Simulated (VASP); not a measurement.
Set up this calculation in VASP 6.6.1, as the native input.

| Property | Result |
| --- | --- |
| Task | single point |
| Functional | HF |
| Potentials or basis | VASP PAW PBE potentials, release 64 (Cd, S) |
| Cutoff | 520 eV |
| k mesh | 4 × 4 × 3 |
| Occupations | fermi-dirac, width 0.05 eV |
| Spin | no spin polarisation |
| Dipole correction | no |
| Grid for exact exchange (PRECFOCK) | Normal |
| Further INCAR settings | ALGO = Normal; EDIFF = 1e-06; NBANDS = 16 |
| Share of exact exchange | 1 |

CdS:

```
CELL_PARAMETERS angstrom
4.32565 0.00000 0.00000
-2.16282 3.74612 0.00000
0.00000 0.00000 7.90945
ATOMIC_POSITIONS crystal
Cd 0.00000 0.00000 0.43850
S 0.66667 0.33333 0.43850
```

The input as run:

POSCAR

```
CdS
1.0
    4.3256482768      0.0000000000      0.0000000000
   -2.1628241384      3.7461212955      0.0000000000
    0.0000000000      0.0000000000      7.9094515153
Cd S
1 1
Direct
    0.0000000000      0.0000000000      0.4384965598
    0.6666666667      0.3333333333      0.4385034402
```

INCAR.step1

```
SYSTEM = CdS
ALGO     = Normal         ! electronic algorithm
EDIFF    = 1E-5           ! SCF threshold, eV
ENCUT    = 520            ! plane-wave cutoff, eV
GGA      = PE             ! functional
ISIF     = 2              ! what is computed and relaxed
ISMEAR   = -1             ! smearing method
LASPH    = .True.         ! aspherical terms in the spheres
LCHARG   = .False.        ! write CHGCAR
LREAL    = .False.        ! projectors in reciprocal space
LWAVE    = .True.         ! write WAVECAR
NBANDS   = 16             ! bands
NELM     = 80             ! most SCF steps
PREC     = Accurate       ! precision mode
SIGMA    = 0.05           ! smearing width, eV
```

INCAR.step2

```
SYSTEM = CdS
AEXX     = 1.0            ! exact-exchange fraction
AGGAC    = 0.0          
ALDAC    = 0.0          
ALGO     = Normal         ! electronic algorithm
EDIFF    = 1E-6           ! SCF threshold, eV
ENCUT    = 520            ! plane-wave cutoff, eV
GGA      = PE             ! functional
ISIF     = 2              ! what is computed and relaxed
ISMEAR   = -1             ! smearing method
ISTART   = 1            
LASPH    = .True.         ! aspherical terms in the spheres
LCHARG   = .False.        ! write CHGCAR
LHFCALC  = .True.         ! exact exchange
LREAL    = .False.        ! projectors in reciprocal space
LWAVE    = .False.        ! write WAVECAR
NBANDS   = 16             ! bands
NELM     = 80             ! most SCF steps
PREC     = Accurate       ! precision mode
PRECFOCK = Normal       
SIGMA    = 0.05           ! smearing width, eV
```

KPOINTS

```
k-points
0
Gamma
  4 4 3
  0 0 0
```

Potentials or basis: VASP PAW PBE potentials, release 64 (Cd, S).

Run with:

```console
$ cat potpaw_PBE.64/Cd/POTCAR potpaw_PBE.64/S/POTCAR > POTCAR
$ cp INCAR.step1 INCAR
$ mpirun -np 1 vasp_std > vasp.out
$ cp INCAR.step2 INCAR
$ mpirun -np 1 vasp_std > vasp.out
```

It gave:

```
Pressure               : -0.1 GPa
Band gap on the k mesh : 8.44 eV
```

Caveat: the PAW data sets were made with another functional, which shifts forces and pressure a little; an odd mesh through Γ misses points on the zone boundary, where band edges can lie.

It took 18 min on 1 thread of AMD EPYC 7R43 64-Core Processor (Zen 3), on a shared host, peak memory 0.22 GiB.
